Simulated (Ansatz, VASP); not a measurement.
One calculation of Ge, two programs

```
Ge
1.0
     0.00000    2.83723    2.83723
     2.83723    0.00000    2.83723
     2.83723    2.83723    0.00000
Ge
2
Direct
  0.87500 0.87500 0.87500
  0.12500 0.12500 0.12500
```

Alike in both runs: functional r2SCAN; k mesh 10 × 10 × 10; occupations fermi-dirac, width 0.02 eV; no spin polarisation.

Ansatz relaxed the structure, and its values are those at the end. VASP's run is a single point on that final structure, the one shown.

```csv
,VASP,Ansatz
version,VASP 6.6.1,Ansatz 0.2.0
potentials or method,"VASP PAW PBE potentials, release 64 (Ge_d)","PAW with Ansatz's default frozen-core files, scalar-relativistic"
plane-wave cutoff (eV),520,500
valence electrons in the cell,28,28
```

|  | VASP | Ansatz | Ansatz less VASP |
| --- | --- | --- | --- |
| pressure (GPa) | 0.0 | 0.0 | -0.04 |

VASP's potentials were made for PBE, not for r2SCAN. With one functional, cell and mesh, what is left measures potentials, basis and numerics.
